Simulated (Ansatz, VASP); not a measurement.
**Ag: VASP beside Ansatz**

```
Ag
1.0
     0.00000    3.20693    3.20693
     3.20693    0.00000    3.20693
     3.20693    3.20693    0.00000
Ag
2
Direct
  0.12500 0.12500 0.12500
  0.87500 0.87500 0.87500
```

Alike in both runs: task single point; functional revPBE; k mesh 10 × 10 × 10; occupations fermi-dirac, width 0.1 eV; no spin polarisation.

|  | VASP | Ansatz |
| --- | --- | --- |
| version | VASP 6.6.1 | Ansatz 0.2.0 |
| potentials or method | VASP PAW PBE potentials, release 64 (Ag), cutoff 520 eV | plane waves (420 eV) with PAW, scalar-relativistic |
| valence electrons in the cell | 22 | 38 |

```csv
,VASP,Ansatz,Ansatz less VASP
pressure (GPa),-0.8,-0.8,+0.03
```

VASP's potentials were made for PBE, not for revPBE. VASP's potentials hold 22 valence electrons a cell and Ansatz's 38, so a difference there can come from the potentials and not from the codes.
